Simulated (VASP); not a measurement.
HfO2: single point with PBE+D3(BJ)

HfO2:

```xyz
3
Lattice="0.0000 2.5367 2.5367 2.5367 0.0000 2.5367 2.5367 2.5367 0.0000" Properties=species:S:1:pos:R:3 pbc="T T T"
Hf    0.0000    0.0000    0.0000
O     1.2683    1.2683    1.2683
O     3.8050    3.8050    3.8050
```

- Program: VASP 6.6.1
- Task: single point
- Functional: PBE
- Dispersion: D3(BJ)
- Potentials or basis: VASP PAW PBE potentials, release 64 (Hf_pv, O)
- Cutoff: 600 eV
- k mesh: 8 × 8 × 8
- Occupations: gaussian, width 0.02 eV
- Spin: no spin polarisation
- Dipole correction: no
- Further INCAR settings: ALGO = Normal; EDIFF = 1e-06; NBANDS = 18

The pressure is -4.1 GPa and the band gap on the k mesh is 3.80 eV. The dispersion energy per atom is -0.239 eV.

Levels at points of the mesh, in eV from the valence-band top:
```tsv
k point	band 7	band 8	band 9	band 10	band 11	band 12	band 13	band 14	band 15	band 16
(0.00, 0.00, 0.00)	-5.33	-5.33	-0.61	-0.61	-0.61	3.88	3.88	5.82	10.40	10.40
(0.50, 0.00, 0.00)	-4.29	-3.04	-2.72	-1.83	-1.83	4.60	4.60	6.97	9.06	9.36
(0.50, 0.50, 0.00)	-3.46	-3.46	-1.52	-1.52	0.00	3.80	5.49	6.62	8.14	8.14
```

Run time: 13 s on 1 thread of AMD EPYC 9R45 (Zen 5), with other jobs on the host, peak memory 0.15 GiB.

Caveat: the cell stands under tension; spin-orbit coupling is left out, which moves the levels of the heavy elements. A k mesh can miss the band edges.
